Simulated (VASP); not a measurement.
ZnSe (Stilleite), 2 atoms in the cell. It takes space group F-43m (No. 216, cubic). Conventional cell: a = 5.668 Å, b = 5.668 Å, c = 5.668 Å, α = 90.00°, β = 90.00°, γ = 90.00°. Within 3.2 Å of Se (site symmetry -43m) lie 4 Zn at 2.45 Å. Zn (site symmetry -43m) has 4 Se at 2.45 Å within 3.2 Å. 

* Program: VASP 6.6.1
* Task: single point
* Functional: PBE
* Potentials or basis: VASP PAW PBE potentials, release 64 (Se, Zn)
* Cutoff: 520 eV
* k mesh: 6 × 6 × 6
* Occupations: fermi-dirac, width 0.03 eV
* Spin: no spin polarisation
* Dipole correction: no
* Further INCAR settings: ALGO = Normal; EDIFF = 1e-06; NBANDS = 16

Potentials or basis: VASP PAW PBE potentials, release 64 (Se, Zn).

Run with:

```console
$ cat potpaw_PBE.64/Se/POTCAR potpaw_PBE.64/Zn/POTCAR > POTCAR
$ mpirun -np 1 vasp_std > vasp.out
```

Hardware: 1 thread of Intel(R) Xeon(R) Platinum 8488C (Sapphire Rapids), with other jobs on the host.

**Question.** Estimate the wall time of this run.

**Answer.** Wall time 16 s on 1 thread of Intel(R) Xeon(R) Platinum 8488C (Sapphire Rapids), on a shared host, peak memory 0.17 GiB. Counts: scf iterations 13, k points 16.
